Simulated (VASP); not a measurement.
BeH, 4 atoms in the cell. Symmetry: Pmmm, No. 47, orthorhombic system. The conventional cell has a = 2.387 Å, b = 3.996 Å, c = 4.980 Å, α = 90.00°, β = 90.00°, γ = 90.00°. Within 2.1 Å of Be (site symmetry m2m) lie 2 H at 1.45 Å and 2 Be at 1.93 to 2.07 Å. H (site symmetry mm2) has 2 Be at 1.45 Å within 1.9 Å. The cell was built from a structure type or drawn by symmetry, and may not be a known phase.

| Quantity | Value |
| --- | --- |
| Program | VASP 6.6.1 |
| Task | relaxation of cell and atoms |
| Functional | PBE |
| Potentials or basis | VASP PAW PBE potentials, release 64 (Be, H) |
| Cutoff | 600 eV |
| k mesh | 12 × 8 × 6 |
| Occupations | gaussian, width 0.02 eV |
| Spin | no spin polarisation |
| Dipole correction | no |
| Further INCAR settings | ALGO = Normal; EDIFF = 1e-06; IBRION = 2; EDIFFG = -0.01; NSW = 100; ISIF = 3 |

Potentials or basis: VASP PAW PBE potentials, release 64 (Be, H).

Run with:

```sh
$ cat potpaw_PBE.64/Be/POTCAR potpaw_PBE.64/H/POTCAR > POTCAR
$ mpirun -np 1 vasp_std > vasp.out
```

Hardware: 1 thread of Intel Xeon 8259CL, on a shared host.

How long does it take, and how much memory?

Run time: 6.7 min on 1 thread of Intel Xeon 8259CL, on a shared host, peak memory 0.2 GiB. Counts: scf iterations 87, k points 140, ion steps 19.
